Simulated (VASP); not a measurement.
TaBi, 2 atoms in the cell. It takes space group Fm-3m (No. 225, cubic). Conventional cell: a = 5.830 Å, b = 5.830 Å, c = 5.830 Å, α = 90.00°, β = 90.00°, γ = 90.00°. Within 3.8 Å of Ta (site symmetry m-3m) lie 6 Bi at 2.91 Å. Within 3.8 Å of Bi (site symmetry m-3m) lie 6 Ta at 2.91 Å. 

| Property | Result |
| --- | --- |
| Program | VASP 6.6.1 |
| Task | single point |
| Functional | PBE |
| Potentials or basis | VASP PAW PBE potentials, release 64 (Ta_pv, Bi_d) |
| Cutoff | 520 eV |
| k mesh | 6 × 6 × 6 |
| Occupations | gaussian, width 0.1 eV |
| Spin | no spin polarisation |
| Dipole correction | no |
| Further INCAR settings | ALGO = Normal; EDIFF = 1e-06; NBANDS = 20 |

Potentials or basis: VASP PAW PBE potentials, release 64 (Ta_pv, Bi_d).

Run with:

```sh
$ cat potpaw_PBE.64/Ta_pv/POTCAR potpaw_PBE.64/Bi_d/POTCAR > POTCAR
$ mpirun -np 1 vasp_std > vasp.out
```

Hardware: 1 thread of Intel(R) Xeon(R) 6975P-C (Granite Rapids) (shared host).

Q: How long does it take, and how much memory?

A: It took 6.3 s on 1 thread of Intel(R) Xeon(R) 6975P-C (Granite Rapids) (shared host), peak memory 0.18 GiB. Counts: scf iterations 13, k points 16.
